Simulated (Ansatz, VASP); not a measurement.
## Zr in VASP and in Ansatz

INCAR

```
SYSTEM = Zr
PREC = Accurate ; ENCUT = 520
EDIFF = 1E-6 ; ISMEAR = -1
SIGMA = 0.03 ; LREAL = .FALSE.
LASPH = .TRUE. ; NELM = 60
ALGO = Normal ; ISIF = 2
LWAVE = .FALSE. ; LCHARG = .FALSE.
GGA = CA ; NBANDS = 19
```

The input KPOINTS:

```
regular mesh
0
G
  13 13 7
  0 0 0
```

The input POSCAR:

```
Zr
1.0
    3.2103063057      0.0000000000      0.0000000000
   -1.6051531528      2.7802068146      0.0000000000
    0.0000000000      0.0000000000      5.1124553350
Zr
2
Direct
    0.3333333333      0.6666666667      0.2500000000
    0.6666666667      0.3333333333      0.7500000000
```

Input for Ansatz:

```yaml
crystal:
  lattice:
    - [3.2103063057, 0.0, 0.0]
    - [-1.6051531528, 2.7802068146, 0.0]
    - [0.0, 0.0, 5.112455335]
  atoms:
    - { symbol: Zr, position: [0.3333333333, 0.6666666667, 0.25] }
    - { symbol: Zr, position: [0.6666666667, 0.3333333333, 0.75] }
kpoints:
  mp_grid: { grid: [13, 13, 7] }
  band_path:
    path:
      - [0.0, 0.0, 0.0]
      - [0.5, 0.0, 0.0]
      - [0.3333333333, 0.3333333333, 0.0]
      - [0.0, 0.0, 0.0]
      - [0.0, 0.0, 0.5]
      - [0.5, 0.0, 0.5]
      - [0.3333333333, 0.3333333333, 0.5]
      - [0.0, 0.0, 0.5]
      - [0.5, 0.0, 0.5]
    npoints: 5
scf:
  occupations: { method: fermi_dirac, width: 0.03 }
hamiltonian:
  xc: lda
  pseudopotentials: { kind: all_electron, lapw: { basis_error: 0.00025 } }
output:
  forces: true
  stress: true
  eigenvalues: true
```

Change from the starting cell: volume scaled by 0.98.

Alike in both runs: task single point; functional LDA; k mesh 13 × 13 × 7; occupations fermi-dirac, width 0.03 eV; no spin polarisation.

|  | VASP | Ansatz |
| --- | --- | --- |
| version | VASP 6.6.1 | Ansatz 0.2.0 |
| potentials or method | VASP PAW LDA potentials, release 64 (Zr_sv), cutoff 520 eV | all-electron LAPW, scalar-relativistic |

```tsv
	VASP	Ansatz	Ansatz less VASP
pressure (GPa)	-4.3	-4.3	-0.06
traceless stress, the component that is largest in VASP (GPa)	0.62	0.60	-0.014
```

LDA's correlation is that of Perdew and Zunger in VASP and of Perdew and Wang (1992) in Ansatz. Ansatz ran all-electron here, and VASP with PAW potentials.
